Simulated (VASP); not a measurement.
Write the native input for VASP 6.6.1 that does the following.

* Task: single point
* Functional: PBE
* Potentials or basis: VASP PAW PBE potentials, release 64 (Ge_d, Cl)
* Cutoff: 520 eV
* k mesh: 10 × 10 × 10
* Occupations: gaussian, width 0.1 eV
* Spin: no spin polarisation
* Dipole correction: no
* Further INCAR settings: ALGO = Fast; EDIFF = 1e-06; NBANDS = 26

The structure of GeCl3 lies in POSCAR:

```
GeCl3
1.0
    4.9122313336      0.0000000000      0.0000000000
    0.0000000000      4.9122313336      0.0000000000
    0.0000000000      0.0000000000      4.9122313336
Ge Cl
1 3
Direct
    0.5000000000      0.5000000000      0.5000000000
    0.0000000000      0.5000000000      0.5000000000
    0.5000000000      0.0000000000      0.5000000000
    0.5000000000      0.5000000000      0.0000000000
```

The cell was generated, and may not be a known phase.

These files were run (other wordings do the same):

INCAR

```
  PREC = Accurate
  ENCUT = 520
  EDIFF = 1E-6
  ISMEAR = 0
  SIGMA = 0.1
  LREAL = F
  LASPH = T
  NELM = 60
  ALGO = Fast
  ISIF = 2
  LWAVE = F
  LCHARG = F
  GGA = PE
  NBANDS = 26
```

KPOINTS

```
Automatic mesh
0
Gamma
  10 10 10
```

Potentials or basis: VASP PAW PBE potentials, release 64 (Ge_d, Cl).

Launch:

```sh
$ cat potpaw_PBE.64/Ge_d/POTCAR potpaw_PBE.64/Cl/POTCAR > POTCAR
$ mpirun -np 1 vasp_std > vasp.out
```

Results of the run:

| Property | Result |
| --- | --- |
| Pressure | -0.1 GPa |
| Band gap on the k mesh | zero (an odd number of electrons rules out a gap without spin polarisation) |

Caveat: an odd number of electrons without spin polarisation forces a metal; a magnetic or distorted state may lie lower.

Wall time 4 min on 1 thread of Oxide Virtual Turin-like Processor, with other jobs on the host, peak memory 0.29 GiB.
